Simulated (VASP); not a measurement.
# C (Pm-3m) in VASP: a series of runs, part 2 of 2

VASP 6.6.1.

## (4) Relaxation of cell and atoms, PBE

This run uses another cell than the first one, of 7.41 Å³/atom, 1.312 times its volume.

File INCAR:

```
SYSTEM = C
ALGO = Normal
EDIFF = 1E-7
EDIFFG = -0.03
ENCUT = 600
GGA = PE
IBRION = 2
ISIF = 3
ISMEAR = -1
LASPH = .TRUE.
LCHARG = .FALSE.
LREAL = .FALSE.
LWAVE = .FALSE.
NELM = 80
NSW = 80
PREC = Accurate
SIGMA = 0.05
```

File KPOINTS:

```
k-points
0
G
  12 12 12
  0 0 0
```

File POSCAR:

```
C
1.0
    1.9500000000      0.0000000000      0.0000000000
    0.0000000000      1.9500000000      0.0000000000
    0.0000000000      0.0000000000      1.9500000000
C
1
Direct
    0.0000000000      0.0000000000      0.0000000000
```

Potentials or basis: VASP PAW PBE potentials, release 64 (C).

On the command line:

```sh
$ cat potpaw_PBE.64/C/POTCAR > POTCAR
$ mpirun -np 1 vasp_std > vasp.out
```

OUTCAR:

```text
SYSTEM = C
   EDIFF = 1E-7
   EDIFFG = -0.03
   ENCUT = 600
   GGA = PE
   IBRION = 2
   ISIF = 3
   ISMEAR = -1
   LASPH = .TRUE.
   LREAL = .FALSE.
   NELM = 80
   NSW = 80
   PREC = Accurate

 ion  position               nearest neighbor table
   1  0.000  0.000  0.000-

  LATTYP: Found a simple cubic cell.
 ALAT       =     1.9500000000

  Lattice vectors:

 A1 = (   1.9500000000,   0.0000000000,   0.0000000000)
 A2 = (   0.0000000000,   1.9500000000,   0.0000000000)
 A3 = (   0.0000000000,   0.0000000000,   1.9500000000)

Analysis of symmetry for initial positions (statically):
=====================================================================
 Subroutine PRICEL returns:
 Original cell was already a primitive cell.

 Routine SETGRP: Setting up the symmetry group for a
 simple cubic supercell.

 Subroutine GETGRP returns: Found 48 space group operations
[... 9 lines left out ...]

 Routine SETGRP: Setting up the symmetry group for a
 simple cubic supercell.

 Subroutine GETGRP returns: Found 48 space group operations
[... 11 lines left out ...]
                                     Primitive cell

  volume of cell :       7.4149

  direct lattice vectors                    reciprocal lattice vectors
     1.950000000  0.000000000  0.000000000     0.512820513  0.000000000  0.000000000
     0.000000000  1.950000000  0.000000000     0.000000000  0.512820513  0.000000000
     0.000000000  0.000000000  1.950000000     0.000000000  0.000000000  0.512820513

  length of vectors
     1.950000000  1.950000000  1.950000000     0.512820513  0.512820513  0.512820513

  position of ions in fractional coordinates (direct lattice)
     0.000000000  0.000000000  0.000000000

  ion indices of the primitive-cell ions
   primitive index   ion index
                 1           1

----------------------------------------------------------------------------------------

 KPOINTS: k-points

Automatic generation of k-mesh.
 Grid dimensions read from file:
 generate k-points for:   12   12   12
[... 77 lines left out ...]
   EMIN   =  10.00;   EMAX   =-10.00  energy-range for DOS
   EFERMI =   0.00;   METHOD = LEGACY
   ISMEAR =    -1;   SIGMA  =   0.05  broadening in eV -4-tet -1-fermi 0-gaus
   EFERMI_NEDOS =   21; number of points for ismear=-14 and -15
   IALGO  =     38    algorithm
   IMIX   =      4    mixing-type and parameters
     AMIX     =   0.40;   BMIX     =  1.00
     AMIX_MAG =   1.60;   BMIX_MAG =  1.00
  volume/ion in A,a.u.               =       7.41        50.04
  Fermi-wavevector in a.u.,A,eV,Ry     =   1.332683  2.518406 24.164548  1.776044
  Thomas-Fermi vector in A             =   2.461599
   LORBIT       =      0    0 simple, 1 ext, 2 COOP (PROOUT), +10 PAW based schemes
   GGA     = PE    functional components
   LHFCALC =     F    Hartree Fock is set to
   AEXX    =    0.0000 exact exchange contribution
   IVDW    =     0    specifies the selected vdW correction
   LEPSILON=     F    determine dielectric tensor
   LRPA    =     F    only Hartree local field effects (RPA)
 conjugate gradient relaxation of ions
 non-spin polarized calculation
  energy-cutoff  :      600.00
  volume of cell :        7.41
 maximum number of plane-waves:       280
 NGX is ok and might be reduce to    16
   NGX =  7   NGY =  7   NGZ =  7

--------------------------------------- Ionic step        1  -------------------------------------------

 number of electron       4.0000000 magnetization

 Free energy of the ion-electron system (eV)
  ---------------------------------------------------
  ext. energy  EPLUGINS =         0.00000000
  ---------------------------------------------------
  free energy    TOTEN  =        -6.08635405 eV

  energy without entropy =       -6.08220235  energy(sigma->0) =       -6.08427820

 E-fermi :   6.7294     XC(G=0): -12.4318

 val. band max:        6.6340659559   @ k =   0.4167   0.4167   0.3333
 cond. band min:       6.7523648794   @ k =   0.2500   0.1667   0.0000
 fundamental gap:      0.1182989235
 Fermi energy:         6.7293568131

 k-point     1 :       0.0000    0.0000    0.0000
  band No.  band energies     occupation
      1     -11.4151      2.00000
      2      14.0902      0.00000
      3      14.0902      0.00000
      4      14.0902      0.00000
      5      29.7011      0.00000
      6      29.7011      0.00000
[... 305 lines left out ...]
  FREE ENERGIE OF THE ION-ELECTRON SYSTEM (eV)
  ---------------------------------------------------
  free  energy   TOTEN  =        -6.4424505962 eV

  energy  without entropy=       -6.4376084241  energy(sigma->0) =       -6.44002951

[... ionic steps 4 to 9 ...]

--------------------------------------- Ionic step       10  -------------------------------------------

 number of electron       4.0000000 magnetization

------------------------ aborting loop because EDIFF is reached ----------------------------------------
[... 65 lines left out ...]
--------------------------------------- Ionic step       12  -------------------------------------------

 number of electron       4.0000000 magnetization

 Free energy of the ion-electron system (eV)
  ---------------------------------------------------
  ext. energy  EPLUGINS =         0.00000000
  ---------------------------------------------------
  free energy    TOTEN  =        -6.44245787 eV

  energy without entropy =       -6.43762350  energy(sigma->0) =       -6.44004068

 E-fermi :  10.3869     XC(G=0): -13.7513

 val. band max:       10.2709877618   @ k =   0.2500   0.1667   0.0000
 cond. band min:      10.4137617127   @ k =   0.4167   0.4167   0.3333
 fundamental gap:      0.1427739509
 Fermi energy:        10.3868815460

 k-point     1 :       0.0000    0.0000    0.0000
  band No.  band energies     occupation
      1     -11.2687      2.00000
      2      19.8394      0.00000
      3      19.8394      0.00000
      4      19.8394      0.00000
      5      35.9850      0.00000
      6      35.9850      0.00000
[... 235 lines left out ...]
  FREE ENERGIE OF THE ION-ELECTRON SYSTEM (eV)
  ---------------------------------------------------
  free  energy   TOTEN  =        -6.4424578659 eV

  energy  without entropy=       -6.4376235036  energy(sigma->0) =       -6.44004068

 reached required accuracy - stopping structural energy minimisation
```

OSZICAR:

```text
N       E                     dE             d eps       ncg     rms          rms(c)
DAV:   1    -0.195243658793E+01   -0.19524E+01   -0.26884E+03  1050   0.739E+02
DAV:   2    -0.603337110237E+01   -0.40809E+01   -0.38518E+01  1326   0.548E+01
DAV:   3    -0.607172792522E+01   -0.38357E-01   -0.38303E-01  1188   0.578E+00
[... 65 lines left out ...]
DAV:   2    -0.644245515842E+01    0.13388E-08   -0.18451E-09   504   0.454E-04
  11 F= -.64424552E+01 E0= -.64400380E+01  d E =-.265857E-05
       N       E                     dE             d eps       ncg     rms          rms(c)
DAV:   1    -0.644245787869E+01   -0.27189E-05   -0.12152E-06  1008   0.103E-02    0.965E-04
DAV:   2    -0.644245786593E+01    0.12764E-07   -0.72870E-09   510   0.911E-04
  12 F= -.64424579E+01 E0= -.64400407E+01  d E =-.536608E-05
```

CONTCAR:

```text
C
   1.00000000000000
     1.7822218281793809   -0.0000000000000000   -0.0000000000000000
     0.0000000000000000    1.7822218281793809    0.0000000000000000
    -0.0000000000000000    0.0000000000000000    1.7822218281793809
  C
     1
Direct
     0.0000000000000000    0.0000000000000000    0.0000000000000000

  0.00000000E+00  0.00000000E+00  0.00000000E+00
```

It took 11 s on 1 thread of Intel Xeon Platinum 8259CL at 2.50GHz (Skylake/Cascade Lake), shared host; peak memory 0.11 GiB.

Results:

* Free energy: -6.4425 eV
* Relaxed volume: 5.66 Å³/atom
* Relaxed cell: a = 1.782 Å, b = 1.782 Å, c = 1.782 Å, α = 90.00°, β = 90.00°, γ = 90.00°
* Space group after relaxing (to 0.05 Å): Pm-3m (No. 221)
* Energy gained by relaxing: 356.1 meV/atom
* Ionic steps: 12
* Pressure after relaxing: -0.8 GPa
* Band gap on the k mesh: zero (band 2 reaches 19.84 eV, above the bottom of band 3 at 7.76 eV)

Step by step:
```
step  energy change (eV)  largest force (eV/Å)  pressure (GPa)  volume (Å³)
   1              0.0000                0.0000          -50.79         7.41
   2             -0.3100                0.0000           32.16         5.17
   3             -0.3561                0.0000            0.92         5.63
   4             -0.3561                0.0000           -0.99         5.66
   5             -0.3561                0.0000           -0.96         5.66
   6             -0.3561                0.0000           -0.91         5.66
   7             -0.3561                0.0000           -0.89         5.66
   8             -0.3561                0.0000           -0.89         5.66
   9             -0.3561                0.0000           -0.88         5.66
  10             -0.3561                0.0000           -0.88         5.66
  11             -0.3561                0.0000           -0.86         5.66
  12             -0.3561                0.0000           -0.84         5.66
```

Final structure:
```
C
1.0
     1.78222    0.00000    0.00000
     0.00000    1.78222    0.00000
     0.00000    0.00000    1.78222
C
1
Direct
  0.00000 0.00000 0.00000
```

Caveat: the volume moved by over 15 % at a fixed basis, so the end points are rough.

## (5) Relaxation of cell and atoms, PBE

File INCAR:

```
  ALGO = Normal
  EDIFF = 1E-6
  EDIFFG = -0.03
  ENCUT = 600
  GGA = PE
  IBRION = 2
  ISIF = 3
  ISMEAR = -1
  LASPH = T
  LCHARG = F
  LREAL = F
  LWAVE = F
  NELM = 80
  NSW = 80
  PREC = Accurate
  SIGMA = 0.05
```

File KPOINTS:

```
k-points
0
Gamma
  14 14 14
```

File POSCAR:

```
C
1.0
    1.7810511614      0.0000000000      0.0000000000
    0.0000000000      1.7810511614      0.0000000000
    0.0000000000      0.0000000000      1.7810511614
C
1
Direct
    0.0000000000      0.0000000000      0.0000000000
```

Potentials or basis: VASP PAW PBE potentials, release 64 (C).

On the command line:

```sh
$ cat potpaw_PBE.64/C/POTCAR > POTCAR
$ mpirun -np 1 vasp_std > vasp.out
```

OUTCAR:

```text
EDIFF = 1E-6
   EDIFFG = -0.03
   ENCUT = 600
   GGA = PE
   IBRION = 2
   ISIF = 3
   ISMEAR = -1
   LASPH = T
   LREAL = F
   NELM = 80
   NSW = 80
   PREC = Accurate

 ion  position               nearest neighbor table
   1  0.000  0.000  0.000-

  LATTYP: Found a simple cubic cell.
 ALAT       =     1.7810511614

  Lattice vectors:

 A1 = (   1.7810511614,   0.0000000000,   0.0000000000)
 A2 = (   0.0000000000,   1.7810511614,   0.0000000000)
 A3 = (   0.0000000000,   0.0000000000,   1.7810511614)

Analysis of symmetry for initial positions (statically):
=====================================================================
 Subroutine PRICEL returns:
 Original cell was already a primitive cell.

 Routine SETGRP: Setting up the symmetry group for a
 simple cubic supercell.

 Subroutine GETGRP returns: Found 48 space group operations
[... 9 lines left out ...]

 Routine SETGRP: Setting up the symmetry group for a
 simple cubic supercell.

 Subroutine GETGRP returns: Found 48 space group operations
[... 11 lines left out ...]
                                     Primitive cell

  volume of cell :       5.6497

  direct lattice vectors                    reciprocal lattice vectors
     1.781051161  0.000000000  0.000000000     0.561466185  0.000000000  0.000000000
     0.000000000  1.781051161  0.000000000     0.000000000  0.561466185  0.000000000
     0.000000000  0.000000000  1.781051161     0.000000000  0.000000000  0.561466185

  length of vectors
     1.781051161  1.781051161  1.781051161     0.561466185  0.561466185  0.561466185

  position of ions in fractional coordinates (direct lattice)
     0.000000000  0.000000000  0.000000000

  ion indices of the primitive-cell ions
   primitive index   ion index
                 1           1

[... 90 lines left out ...]
     AMIX     =   0.40;   BMIX     =  1.00
     AMIX_MAG =   1.60;   BMIX_MAG =  1.00
  volume/ion in A,a.u.               =       5.65        38.13
  Fermi-wavevector in a.u.,A,eV,Ry     =   1.459100  2.757299 28.966439  2.128973
  Thomas-Fermi vector in A             =   2.575707
   LORBIT       =      0    0 simple, 1 ext, 2 COOP (PROOUT), +10 PAW based schemes
   GGA     = PE    functional components
   LHFCALC =     F    Hartree Fock is set to
   AEXX    =    0.0000 exact exchange contribution
   IVDW    =     0    specifies the selected vdW correction
   LEPSILON=     F    determine dielectric tensor
   LRPA    =     F    only Hartree local field effects (RPA)
 conjugate gradient relaxation of ions
 non-spin polarized calculation
  energy-cutoff  :      600.00
  volume of cell :        5.65
 maximum number of plane-waves:       197
   NGX =  7   NGY =  7   NGZ =  7

--------------------------------------- Ionic step        1  -------------------------------------------

 number of electron       4.0000000 magnetization

 Free energy of the ion-electron system (eV)
  ---------------------------------------------------
  ext. energy  EPLUGINS =         0.00000000
  ---------------------------------------------------
  free energy    TOTEN  =        -6.50210030 eV

  energy without entropy =       -6.50105428  energy(sigma->0) =       -6.50157729

------------------------ aborting loop because EDIFF is reached ----------------------------------------

  FORCE on cell =-STRESS in cart. coord.  units (eV):
  Direction    XX          YY          ZZ          XY          YZ          ZX
  --------------------------------------------------------------------------------------
  -------------------------------------------------------------------------------------
  Total       -0.1835214     -0.1835214     -0.1835214     -0.0000000      0.0000000      0.0000000
  in kB      -52.0436930    -52.0436930    -52.0436930     -0.0000000      0.0000000      0.0000000
  external PRESSURE =     -52.0436930 kB  Pullay stress =       0.0000000 kB
[... 57 lines left out ...]
--------------------------------------- Ionic step        3  -------------------------------------------

 number of electron       4.0000000 magnetization

 Free energy of the ion-electron system (eV)
  ---------------------------------------------------
  ext. energy  EPLUGINS =         0.00000000
  ---------------------------------------------------
  free energy    TOTEN  =        -6.50349994 eV

  energy without entropy =       -6.50245855  energy(sigma->0) =       -6.50297924

 E-fermi :  11.2078     XC(G=0): -13.8360

 val. band max:       11.1944043141   @ k =   0.4286   0.3571   0.3571
 cond. band min:      11.2474867782   @ k =   0.2857   0.2857   0.2857
 fundamental gap:      0.0530824641
 Fermi energy:        11.2078181106

 k-point     1 :       0.0000    0.0000    0.0000
  band No.  band energies     occupation
      1     -11.2548      2.00000
      2      20.2512      0.00000
      3      20.2512      0.00000
      4      20.2512      0.00000
      5      36.4256      0.00000
      6      36.4256      0.00000
[... 199 lines left out ...]
 k-point    24 :       0.3571    0.2143    0.0000
  band No.  band energies     occupation
      1      -4.5506      2.00000
      2       5.9335      2.00000
      3      16.3452      0.00000
      4      23.8056      0.00000
      5      33.0164      0.00000
      6      46.2741      0.00000

 [... further k-points ...]
[... 5 lines left out ...]
  --------------------------------------------------------------------------------------
  -------------------------------------------------------------------------------------
  Total       -0.0003281     -0.0003281     -0.0003281     -0.0000000     -0.0000000      0.0000000
  in kB       -0.0944522     -0.0944522     -0.0944522     -0.0000000     -0.0000000      0.0000000
  external PRESSURE =      -0.0944522 kB  Pullay stress =       0.0000000 kB
[... 16 lines left out ...]
  FREE ENERGIE OF THE ION-ELECTRON SYSTEM (eV)
  ---------------------------------------------------
  free  energy   TOTEN  =        -6.5034999388 eV

  energy  without entropy=       -6.5024585509  energy(sigma->0) =       -6.50297924

 reached required accuracy - stopping structural energy minimisation
```

OSZICAR:

```text
N       E                     dE             d eps       ncg     rms          rms(c)
DAV:   1    -0.249943588804E+01   -0.24994E+01   -0.28312E+03  1566   0.741E+02
DAV:   2    -0.648699190003E+01   -0.39876E+01   -0.37140E+01  1788   0.545E+01
DAV:   3    -0.651034007093E+01   -0.23348E-01   -0.23308E-01  1764   0.493E+00
[... 14 lines left out ...]
       N       E                     dE             d eps       ncg     rms          rms(c)
DAV:   1    -0.650376826670E+01   -0.10966E-02   -0.20999E-02  1440   0.135E+00    0.126E-01
DAV:   2    -0.650358150573E+01    0.18676E-03   -0.11202E-04  1524   0.108E-01    0.678E-02
DAV:   3    -0.650349991968E+01    0.81586E-04   -0.13724E-04  1482   0.947E-02    0.839E-03
DAV:   4    -0.650349993880E+01   -0.19123E-07   -0.28548E-07   924   0.745E-03
   3 F= -.65034999E+01 E0= -.65029792E+01  d E =-.139964E-02
```

Run time: 4.3 s. Hardware: 1 thread of Intel Xeon Platinum 8259CL at 2.50GHz (Skylake/Cascade Lake), shared host; peak memory 0.11 GiB.

Results:

| Item | Value |
| --- | --- |
| Free energy | -6.5035 eV |
| Relaxed volume | 5.56 Å³/atom |
| Relaxed cell | a = 1.772 Å, b = 1.772 Å, c = 1.772 Å, α = 90.00°, β = 90.00°, γ = 90.00° |
| Space group after relaxing (to 0.05 Å) | Pm-3m (No. 221) |
| Energy gained by relaxing | 1.4 meV/atom |
| Ionic steps | 3 |
| Pressure after relaxing | 0.0 GPa |
| Band gap on the k mesh | zero (band 2 reaches 20.25 eV, above the bottom of band 3 at 8.12 eV) |

The path:
```
step  energy change (eV)  largest force (eV/Å)  pressure (GPa)  volume (Å³)
   1              0.0000                0.0000           -5.20         5.65
   2             -0.0006                0.0000            4.25         5.50
   3             -0.0014                0.0000           -0.01         5.56
```

Final structure:
```
C
1.0
     1.77208    0.00000    0.00000
     0.00000    1.77208    0.00000
     0.00000    0.00000    1.77208
C
1
Direct
  0.00000 0.00000 0.00000
```

## (6) Overview

```csv
task,cell,k mesh,cutoff (eV),gap on the mesh (eV),pressure (GPa)
single point,"a = 1.781 Å, 1 atom",12 × 12 × 12,520,none,0.4
single point,"a = 1.772 Å, 1 atom",14 × 14 × 14,520,none,0.4
relaxation of cell and atoms,"relaxed from a = 1.950 Å, 1 atom",12 × 12 × 12,600,none,-0.8
relaxation of cell and atoms,"relaxed from a = 1.781 Å, 1 atom",14 × 14 × 14,600,none,0.0
```

Alike in all rows: level PBE; potentials or basis VASP PAW PBE potentials, release 64 (C); no spin polarisation; smearing fermi-dirac 0.05 eV.

Caveats: the volume moved by over 15 % at a fixed basis, so the end points are rough (some runs).

Absolute energies hang on the potentials; compare differences alone.
